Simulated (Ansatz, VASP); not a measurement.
## One calculation of CdS, two programs

```xyz
2
Lattice="0.0000 2.7268 2.7268 2.7268 0.0000 2.7268 2.7268 2.7268 0.0000" Properties=species:S:1:pos:R:3 pbc="T T T"
Cd    0.0000    0.0000    0.0000
S     2.7268    2.7268    2.7268
```

Alike in both runs: task single point; functional HSE06; k mesh 4 × 4 × 4; no spin polarisation.

```csv
,VASP,Ansatz
version,VASP 6.6.1,Ansatz 0.2.0
potentials or method,"VASP PAW PBE potentials, release 64 (Cd, S)","plane waves, PAW"
plane-wave cutoff (eV),520,420
occupations,"gaussian, width 0.01 eV",fixed
valence electrons in the cell,18,26
```

|  | VASP | Ansatz | Ansatz less VASP |
| --- | --- | --- | --- |
| gap on the k mesh at the Fermi level (eV) | 1.22 | 1.24 | +0.015 |
| pressure (GPa) | 0.7 | 0.4 | -0.39 |

VASP's potentials hold 18 valence electrons a cell and Ansatz's 26, so a difference there can come from the potentials and not from the codes. Ansatz's warnings: stress exchange threshold loose, stress scf threshold loose.

The k mesh is coarse, so the values compare programs but aren't converged.
